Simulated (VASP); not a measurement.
Runs of VASP 6.6.1 on Ti. The structure is that of space group P6/mmm (No. 191), or close to it. The cells are those of the table. 

```csv
task,cell,cutoff (eV),gap on the mesh (eV),pressure (GPa)
single point,"a = 2.360, b = 2.360, c = 2.322 Å, angles 90.0, 90.0, 120.0°, 1 atom",520,none,(a)
single point,"a = 2.360, b = 2.360, c = 2.323 Å, angles 90.0, 90.0, 120.0°, 1 atom",520,none,75.2
relaxation of cell and atoms,"relaxed to 75 GPa from a = 2.417, b = 2.417, c = 2.272 Å, angles 90.0, 90.0, 120.0°, 1 atom",600,none,75.0
relaxation of cell and atoms,"relaxed to 75 GPa from a = 2.360, b = 2.360, c = 2.322 Å, angles 90.0, 90.0, 120.0°, 1 atom",600,none,75.0
```

Alike in all rows: level LDA; potentials or basis VASP PAW LDA potentials, release 64 (Ti_sv); no spin polarisation; k mesh 18 × 18 × 17; smearing fermi-dirac 0.05 eV.

Problem. Fill in the values left out.

Solution. (a) 75.3.

Caveats: the cell is relaxed towards a set pressure, so the enthalpy falls and the energy may rise (some runs).

A gap of «none» marks levels without a gap at the run's occupations.
